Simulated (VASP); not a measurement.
Crystal: KBr.

```xyz
4
Lattice="5.6731 0.0000 0.0000 -2.8365 4.9130 0.0000 0.0000 0.0000 6.6425" Properties=species:S:1:pos:R:3 pbc="T T T"
K     0.0000    3.2754   -0.4151
K     2.8365    1.6377    2.9061
Br    0.0000    3.2754    2.9061
Br    2.8365    1.6377    6.2273
```

- Program: VASP 6.6.1
- Task: relaxation of cell and atoms
- Functional: LDA
- Potentials or basis: VASP PAW LDA potentials, release 64 (K_sv, Br)
- Cutoff: 600 eV
- k mesh: 6 × 6 × 4
- Occupations: fermi-dirac, width 0.02 eV
- Spin: no spin polarisation

At the start: pressure -1.5 GPa; volume 46.28 Å³/atom.

Question: Where does the relaxation end?

Answer: Over 8 steps the energy falls by 30.5 meV/atom and the volume is 40.48 Å³/atom (-12.5 %); space group P6_3/mmc (No. 194, to 0.1 Å) before and after.

Step by step:
| step | energy change (eV) | largest force (eV/Å) | pressure (GPa) | volume (Å³) |
| --- | --- | --- | --- | --- |
| 1 | 0.0000 | 0.0000 | -1.47 | 185.14 |
| 2 | -0.0852 | 0.0000 | -0.91 | 174.00 |
| 3 | -0.1208 | 0.0000 | -0.13 | 163.55 |
| 4 | -0.1213 | 0.0000 | 0.00 | 162.17 |
| 5 | -0.1212 | 0.0000 | -0.04 | 162.61 |
| 6 | -0.1218 | 0.0000 | -0.04 | 162.42 |
| 7 | -0.1220 | 0.0000 | -0.03 | 162.22 |
| 8 | -0.1220 | 0.0000 | -0.01 | 161.93 |

Final structure:
```yaml
crystal:
  lattice:
    - [5.43337, 0.00000, 0.00000]
    - [-2.71668, 4.70543, 0.00000]
    - [0.00000, 0.00000, 6.33373]
  atoms:
    - { symbol: K, position: [0.33333, 0.66667, 0.93750] }
    - { symbol: K, position: [0.66667, 0.33333, 0.43750] }
    - { symbol: Br, position: [0.33333, 0.66667, 0.43750] }
    - { symbol: Br, position: [0.66667, 0.33333, 0.93750] }
```
